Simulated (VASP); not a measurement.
# Ge3Te2S (P6mm) in VASP: further runs, part 2 of 2

VASP 6.6.1. Earlier steps stand in the parts before.

## (4) Relaxation of cell and atoms, PBE

File INCAR:

```
SYSTEM = Ge3Te2S
  PREC = Accurate
  ENCUT = 600
  EDIFF = 1E-7
  ISMEAR = 0
  SIGMA = 0.1
  LREAL = .False.
  LASPH = .True.
  NELM = 60
  ALGO = Normal
  ISIF = 3
  LWAVE = .False.
  LCHARG = .False.
  GGA = PE
  IBRION = 2
  NSW = 90
  EDIFFG = -0.04
```

File KPOINTS:

```
Automatic mesh
0
Gamma
  3 3 4
  0 0 0
```

File POSCAR:

```
Ge3Te2S
1.0
    6.2051280800      0.0000000000      0.0000000000
   -3.1025640400      5.3737985500      0.0000000000
    0.0000000000      0.0000000000      4.5829934900
Ge Te S
3 2 1
Direct
    0.0000000000      0.5000000000      0.9950230700
    0.5000000000      0.0000000000      0.9950230700
    0.5000000000      0.5000000000      0.9950230700
    0.6666666700      0.3333333300      0.4961477200
    0.3333333300      0.6666666700      0.4961477200
    0.0000000000      0.0000000000      0.1926302600
```

Potentials or basis: VASP PAW PBE potentials, release 64 (Ge_d, Te, S).

Started as:

```
> cat potpaw_PBE.64/Ge_d/POTCAR potpaw_PBE.64/Te/POTCAR potpaw_PBE.64/S/POTCAR > POTCAR
> mpirun -np 1 vasp_std > vasp.out
```

OUTCAR:

```text
SYSTEM = Ge3Te2S
   PREC = Accurate
   ENCUT = 600
   EDIFF = 1E-7
   ISMEAR = 0
   LREAL = .False.
   LASPH = .True.
   NELM = 60
   ISIF = 3
   GGA = PE
   IBRION = 2
   NSW = 90
   EDIFFG = -0.04

 ion  position               nearest neighbor table
   1  0.000  0.500  0.995-   4 2.90   5 2.90   4 2.91   5 2.91
   2  0.500  0.000  0.995-   4 2.90   5 2.90   4 2.91   5 2.91
   3  0.500  0.500  0.995-   4 2.90   5 2.90   4 2.91   5 2.91
   4  0.667  0.333  0.496-   2 2.90   1 2.90   3 2.90   2 2.91   1 2.91   3 2.91   5 3.58   5 3.58
                             5 3.58
   5  0.333  0.667  0.496-   2 2.90   1 2.90   3 2.90   2 2.91   1 2.91   3 2.91   4 3.58   4 3.58
                             4 3.58
   6  0.000  0.000  0.193-

  LATTYP: Found a hexagonal cell.
 ALAT       =     6.2051280800
 C/A-ratio  =     0.7385816104

  Lattice vectors:

 A1 = (   6.2051280800,   0.0000000000,   0.0000000000)
[... 646 lines left out ...]

[... ionic steps 4 to 23 ...]

--------------------------------------- Ionic step       24  -------------------------------------------

 number of electron      60.0000030 magnetization

------------------------ aborting loop because EDIFF is reached ----------------------------------------
[... 75 lines left out ...]
--------------------------------------- Ionic step       26  -------------------------------------------

 number of electron      60.0000024 magnetization

 Free energy of the ion-electron system (eV)
  ---------------------------------------------------
  ext. energy  EPLUGINS =         0.00000000
  ---------------------------------------------------
  free energy    TOTEN  =       -22.14021219 eV

  energy without entropy =      -22.13649443  energy(sigma->0) =      -22.13835331

 E-fermi :   3.5735     XC(G=0):  -8.8982

 val. band max:        3.5250423225   @ k =   0.0000   0.0000   0.0000
 cond. band min:       3.6009199785   @ k =   0.0000   0.0000   0.5000
 fundamental gap:      0.0758776561
 Fermi energy:         3.5735465153

 k-point     1 :       0.0000    0.0000    0.0000
  band No.  band energies     occupation
      1     -21.1517      2.00000
      2     -21.1469      2.00000
      3     -21.1469      2.00000
      4     -21.1221      2.00000
      5     -21.1221      2.00000
      6     -21.1153      2.00000
[... 373 lines left out ...]
  FREE ENERGIE OF THE ION-ELECTRON SYSTEM (eV)
  ---------------------------------------------------
  free  energy   TOTEN  =       -22.1402121903 eV

  energy  without entropy=      -22.1364944309  energy(sigma->0) =      -22.13835331

 reached required accuracy - stopping structural energy minimisation
```

OSZICAR:

```text
N       E                     dE             d eps       ncg     rms          rms(c)
DAV:   1     0.623951683663E+03    0.62395E+03   -0.30310E+04   768   0.359E+03
DAV:   2     0.956523188888E+02   -0.52830E+03   -0.51480E+03   648   0.922E+02
DAV:   3    -0.139702812407E+02   -0.10962E+03   -0.10715E+03   748   0.220E+02
[... 303 lines left out ...]
DAV:   5    -0.221402104551E+02   -0.40320E-04   -0.51671E-04   720   0.196E-01    0.421E-02
DAV:   6    -0.221402117777E+02   -0.13226E-05   -0.28875E-05   896   0.321E-02    0.242E-02
DAV:   7    -0.221402124300E+02   -0.65224E-06   -0.82321E-06   700   0.182E-02    0.481E-03
DAV:   8    -0.221402121983E+02    0.23162E-06   -0.15193E-06   636   0.710E-03    0.347E-03
DAV:   9    -0.221402121903E+02    0.80254E-08   -0.51063E-07   560   0.322E-03
  26 F= -.22140212E+02 E0= -.22138353E+02  d E =-.319173E-02
```

CONTCAR:

```text
Ge3Te2S
   1.00000000000000
     6.3441744588916285    0.0000000000000000    0.0000000000000000
    -3.1720872294458142    5.4942162463632771    0.0000000000000000
     0.0000000000000000    0.0000000000000000    5.1193854250740900
  Ge              Te              S
     3     2     1
Direct
     0.0000000000000000    0.5000000000000000    0.9803406044010898
     0.5000000000000000    0.0000000000000000    0.9803406044010898
     0.5000000000000000    0.5000000000000000    0.9803406044010898
     0.6666666699999979    0.3333333300000021    0.5877599781189515
     0.3333333300000021    0.6666666699999979    0.5877599781189515
     0.0000000000000000    0.0000000000000000    0.0534531405588411

  0.00000000E+00  0.00000000E+00  0.00000000E+00
  0.00000000E+00  0.00000000E+00  0.00000000E+00
  0.00000000E+00  0.00000000E+00  0.00000000E+00
  0.00000000E+00  0.00000000E+00  0.00000000E+00
  0.00000000E+00  0.00000000E+00  0.00000000E+00
  0.00000000E+00  0.00000000E+00  0.00000000E+00
```

Wall time 19 min (1 thread of Intel Xeon Platinum 8488C (Sapphire Rapids), shared host); peak memory 0.34 GiB.

Results:

- Free energy: -22.1402 eV
- Relaxed volume: 29.74 Å³/atom
- Relaxed cell: a = 6.344 Å, b = 6.344 Å, c = 5.119 Å, α = 90.00°, β = 90.00°, γ = 120.00°
- Space group after relaxing (to 0.1 Å): P6mm (No. 183)
- Energy gained by relaxing: 110.3 meV/atom
- Ionic steps: 26
- Pressure after relaxing: -0.1 GPa
- Largest force after relaxing: 0.027 eV/Å
- Band gap on the k mesh: zero (bands 30 and 31 overlap by 0.08 eV)

Forces on the atoms (eV/Å):
```
Ge   0.000  0.000 -0.013
Ge   0.000  0.000 -0.013
Ge   0.000  0.000 -0.013
Te   0.000  0.000  0.027
Te   0.000  0.000  0.027
S    0.000  0.000 -0.014
```

Step by step:
```
step  energy change (eV)  largest force (eV/Å)  pressure (GPa)  volume (Å³)
   1              0.0000                0.7985            2.28       152.82
   2             -0.1021                0.7454           -0.55       160.99
   3             -0.1045                0.7359           -0.98       162.47
   4             -0.2065                0.6829           -0.85       163.09
   5             -0.4638                0.4188            0.29       164.92
   6              0.1424                2.7103            6.03       168.51
   7             -0.4937                0.3743            0.80       165.46
   8             -0.4983                0.3441            1.23       165.80
   9             -0.5437                0.2794            0.82       169.00
  10             -0.5811                0.3616            0.34       175.08
  11             -0.6187                0.1359           -0.54       176.12
  12             -0.6216                0.1749           -0.85       176.51
  13             -0.6393                0.1381           -0.39       173.88
  14             -0.6449                0.1113            0.01       171.75
  15             -0.6451                0.1101            0.09       171.37
  16             -0.6467                0.1067            0.13       171.61
  17             -0.6505                0.0957            0.24       172.35
  18             -0.6521                0.1619            0.47       173.82
  19             -0.6524                0.1116            0.38       173.39
  20             -0.6532                0.1048            0.36       173.63
  21             -0.6550                0.0834            0.26       174.35
  22             -0.6575                0.0588            0.06       175.80
  23             -0.6584                0.0552           -0.33       178.71
  24             -0.6586                0.0392           -0.25       178.00
  25             -0.6594                0.0335           -0.21       178.11
  26             -0.6618                0.0269           -0.08       178.44
```

Final structure:
```
Ge Te S
1.0
     6.34417    0.00000    0.00000
    -3.17209    5.49422    0.00000
     0.00000    0.00000    5.11939
Ge Te S
3 2 1
Direct
  0.00000 0.50000 0.98034
  0.50000 0.00000 0.98034
  0.50000 0.50000 0.98034
  0.66667 0.33333 0.58776
  0.33333 0.66667 0.58776
  0.00000 0.00000 0.05345
```

Levels at points of the mesh, in eV from the Fermi level:
```csv
k point,band 27,band 28,band 29,band 30,band 31,band 32,band 33,band 34
"(0.00, 0.00, 0.00)",-1.51,-0.42,-0.42,-0.23,-0.05,1.59,1.59,3.13
"(0.00, 0.00, 0.50)",-0.87,-0.87,-0.83,0.03,2.50,2.50,2.87,3.62
```

Caveat: the k points lie up to 0.38 Å⁻¹ apart in the final cell; the volume moved by over 15 % at a fixed basis, so the end points are rough; spin-orbit coupling is left out, which moves the levels of the heavy elements.

## (5) Single point, PBE

This run uses another cell than the first one, of 32.61 Å³/atom.

File INCAR:

```
PREC     = Accurate       # precision mode
ENCUT    = 520            # plane-wave cutoff, eV
EDIFF    = 1E-6           # SCF threshold, eV
ISMEAR   = 0              # smearing method
SIGMA    = 0.02           # smearing width, eV
LREAL    = False          # projectors in reciprocal space
LASPH    = True           # aspherical terms in the spheres
NELM     = 60             # most SCF steps
ALGO     = Normal         # electronic algorithm
ISIF     = 2              # what is computed and relaxed
LWAVE    = False          # write WAVECAR
LCHARG   = False          # write CHGCAR
GGA      = PE             # functional
NBANDS   = 39             # bands
```

File KPOINTS:

```
regular mesh
0
Gamma
  6 6 6
```

File POSCAR:

```
Ge3Te2S
1.0
    6.3006096450      0.0000000000      0.0000000000
   -3.1503048225      5.4564880119      0.0000000000
    0.0000000000      0.0000000000      5.6913566534
Ge Te S
3 2 1
Direct
    0.0000000000      0.5000000000      0.9689151162
    0.5000000000      0.0000000000      0.9689151162
    0.5000000000      0.5000000000      0.9689151162
    0.6666666667      0.3333333333      0.6184349604
    0.3333333333      0.6666666667      0.6184349604
    0.0000000000      0.0000000000      0.0263796409
```

Started as:

```
> cat potpaw_PBE.64/Ge_d/POTCAR potpaw_PBE.64/Te/POTCAR potpaw_PBE.64/S/POTCAR > POTCAR
> mpirun -np 1 vasp_std > vasp.out
```

Run time: 2.3 min. Hardware: 1 thread of Intel Xeon Platinum 8488C (Sapphire Rapids), shared host; peak memory 0.42 GiB.

The run converged. Its results:

* Free energy: -22.1433 eV
* Pressure: 0.0 GPa
* Largest force: 0.034 eV/Å
* Band gap on the k mesh: 0.33 eV (least direct gap 0.51 eV)

Forces in eV/Å, atoms in the order of the input:
```
Ge   0.000  0.000  0.024
Ge   0.000  0.000  0.024
Ge   0.000  0.000  0.024
Te   0.000  0.000 -0.034
Te   0.000  0.000 -0.034
S    0.000  0.000 -0.003
```

Stress tensor (GPa, compression positive):
```
0.00 0.00 0.00
0.00 0.00 0.00
0.00 0.00 0.07
```

Levels at points of the mesh, in eV from the valence-band top:
| k point | band 27 | band 28 | band 29 | band 30 | band 31 | band 32 | band 33 | band 34 |
| --- | --- | --- | --- | --- | --- | --- | --- | --- |
| (0.00, 0.00, 0.00) | -1.97 | -0.48 | -0.48 | -0.27 | 0.62 | 2.15 | 2.15 | 3.06 |
| (0.50, 0.00, 0.00) | -1.64 | -1.23 | -0.41 | -0.41 | 0.48 | 0.78 | 1.96 | 2.33 |
| (0.00, 0.00, 0.50) | -1.23 | -0.72 | -0.72 | -0.54 | 2.61 | 2.73 | 2.78 | 2.78 |
| (0.50, 0.00, 0.50) | -1.47 | -1.09 | -0.39 | 0.00 | 0.51 | 1.66 | 1.95 | 2.32 |

Caveat: semilocal functionals underestimate gaps, and a narrow one can read as zero; spin-orbit coupling is left out, which moves the levels of the heavy elements.

## (6) Summary

```csv
task,cell,k mesh,cutoff (eV),smearing,gap on the mesh (eV),pressure (GPa),largest force (eV/Å)
single point,"a = 6.205, b = 6.205, c = 4.583 Å, angles 90.0, 90.0, 120.0°, 6 atoms, atomic positions A",3 × 3 × 4,520,gaussian 0.1 eV,none,2.3,0.80
single point,"a = 6.339, b = 6.339, c = 5.043 Å, angles 90.0, 90.0, 120.0°, 6 atoms, atomic positions B",3 × 3 × 4,520,gaussian 0.1 eV,none,0.1,0.05
relaxation of cell and atoms,"relaxed from a = 6.205, b = 6.205, c = 4.583 Å, angles 90.0, 90.0, 120.0°, 6 atoms, atomic positions A",3 × 3 × 4,600,gaussian 0.1 eV,none,-0.1,0.03
single point,"a = 6.301, b = 6.301, c = 5.691 Å, angles 90.0, 90.0, 120.0°, 6 atoms, atomic positions C",6 × 6 × 6,520,gaussian 0.02 eV,0.33,0.0,0.03
```

Alike in all rows: level PBE; potentials or basis VASP PAW PBE potentials, release 64 (Ge_d, Te, S); no spin polarisation.

Caveats: some runs use coarse meshes; spin-orbit coupling is left out, which moves the levels of the heavy elements; the volume moved by over 15 % at a fixed basis, so the end points are rough (at least some runs); semilocal functionals underestimate gaps, and a narrow one can read as zero (at least some runs).

Total energies depend on the potentials used, so only differences within one code and one set of settings carry meaning.

The gap in the log of VASP goes by the Fermi energy; the results here count the filled bands.